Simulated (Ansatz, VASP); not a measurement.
## Two plane-wave programs on Pt

```xyz
2
Lattice="2.7438 0.0000 0.0000 -1.3719 2.3762 0.0000 0.0000 0.0000 5.0504" Properties=species:S:1:pos:R:3 pbc="T T T"
Pt    1.3719    0.7921    3.7878
Pt    0.0000    1.5841    1.2626
```

Alike in both runs: task single point; functional PBEsol; k mesh 15 × 15 × 8; occupations gaussian, width 0.1 eV; no spin polarisation.

|  | VASP | Ansatz |
| --- | --- | --- |
| version | VASP 6.6.1 | Ansatz 0.2.0 |
| potentials or method | VASP PAW PBE potentials, release 64 (Pt), cutoff 520 eV | scalar-relativistic, plane waves, PAW |
| valence electrons in the cell | 20 | 36 |

Ansatz gave:

* gap on the k mesh at the Fermi level (eV): none
* pressure (GPa): -16.7
* traceless stress, the component that is largest in VASP (GPa): -4.74

Task: Which values does VASP return?

Result: gap on the k mesh at the Fermi level (eV): none; pressure (GPa): -17.1; traceless stress, the component that is largest in VASP (GPa): -4.83.

VASP's potentials were made for PBE, not for PBEsol. A gap of «none» marks a metal or a gap that the smearing closes. VASP's potentials hold 20 valence electrons a cell and Ansatz's 36, so a difference there can come from the potentials and not from the codes.

Neither program's run includes spin-orbit coupling.
